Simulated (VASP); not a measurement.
Write the native input for VASP 6.6.1 that does the following.

```
Task                   : single point
Functional             : r2SCAN
Potentials or basis    : VASP PAW PBE potentials, release 64 (Nb_sv, Si)
Cutoff                 : 520 eV
k mesh                 : 8 × 8 × 8
Occupations            : fermi-dirac, width 0.05 eV
Spin                   : non-collinear spin, zero start, spin-orbit coupling
Starting moments       : [[0.0, 0.0, 0.0], [0.0, 0.0, 0.0]] μB
Dipole correction      : no
Further INCAR settings : ALGO = Normal; EDIFF = 1e-06; NBANDS = 29
```

Crystal: NbSi.

```
Nb Si
1.0
     3.15644    0.00000    0.00000
     0.00000    3.15644    0.00000
     0.00000    0.00000    3.15644
Nb Si
1 1
Direct
  0.00000 0.00000 0.00000
  0.50000 0.50000 0.50000
```

The input as run:

POSCAR

```
NbSi
1.0
    3.1564400000      0.0000000000      0.0000000000
    0.0000000000      3.1564400000      0.0000000000
    0.0000000000      0.0000000000      3.1564400000
Nb Si
1 1
Direct
    0.0000000000      0.0000000000      0.0000000000
    0.5000000000      0.5000000000      0.5000000000
```

INCAR.step1

```
ALGO     = Normal         # electronic algorithm
EDIFF    = 1E-4           # SCF threshold, eV
ENCUT    = 520            # plane-wave cutoff, eV
GGA      = PE             # functional
GGA_COMPAT= False        
ISMEAR   = -1             # smearing method
LASPH    = True           # aspherical terms in the spheres
LCHARG   = False          # write CHGCAR
LMAXMIX  = 4              # l up to which the mixer works
LNONCOLLINEAR= True           # non-collinear magnetism
LREAL    = False          # projectors in reciprocal space
LSORBIT  = True           # spin-orbit coupling
LWAVE    = True           # write WAVECAR
MAGMOM   = 0 0 0 0 0 0    # initial moments
NBANDS   = 29             # bands
NELM     = 150            # most SCF steps
PREC     = Accurate       # precision mode
SIGMA    = 0.05           # smearing width, eV
```

INCAR.step2

```
ALGO     = Normal         # electronic algorithm
EDIFF    = 1E-6           # SCF threshold, eV
ENCUT    = 520            # plane-wave cutoff, eV
GGA_COMPAT= False        
ISIF     = 2              # what is computed and relaxed
ISMEAR   = -1             # smearing method
ISTART   = 1            
LASPH    = True           # aspherical terms in the spheres
LCHARG   = False          # write CHGCAR
LMAXMIX  = 4              # l up to which the mixer works
LMIXTAU  = True         
LNONCOLLINEAR= True           # non-collinear magnetism
LORBIT   = 11             # projections on sites
LORBMOM  = True         
LREAL    = False          # projectors in reciprocal space
LSORBIT  = True           # spin-orbit coupling
LWAVE    = False          # write WAVECAR
MAGMOM   = 0 0 0 0 0 0    # initial moments
METAGGA  = R2SCAN         # meta-GGA
NBANDS   = 29             # bands
NELM     = 150            # most SCF steps
PREC     = Accurate       # precision mode
SIGMA    = 0.05           # smearing width, eV
```

KPOINTS

```
k-points
0
Gamma
  8 8 8
```

Potentials or basis: VASP PAW PBE potentials, release 64 (Nb_sv, Si).

Command:

```bash
$ cat potpaw_PBE.64/Nb_sv/POTCAR potpaw_PBE.64/Si/POTCAR > POTCAR
$ cp INCAR.step1 INCAR
$ mpirun -np 1 vasp_ncl > vasp.out
$ cp INCAR.step2 INCAR
$ mpirun -np 1 vasp_ncl > vasp.out
```

Results of the run:

| Item | Value |
| --- | --- |
| Pressure | -2.2 GPa |
| Net moment | 0.00 μB per cell |
| Valence electrons inside the program's atomic spheres | Nb 10.69; Si 1.66 |

Caveat: the PAW data sets were made with another functional, which shifts forces and pressure a little.

It took 9.4 min on 1 thread of AMD EPYC 7R13 (shared host), peak memory 0.21 GiB.
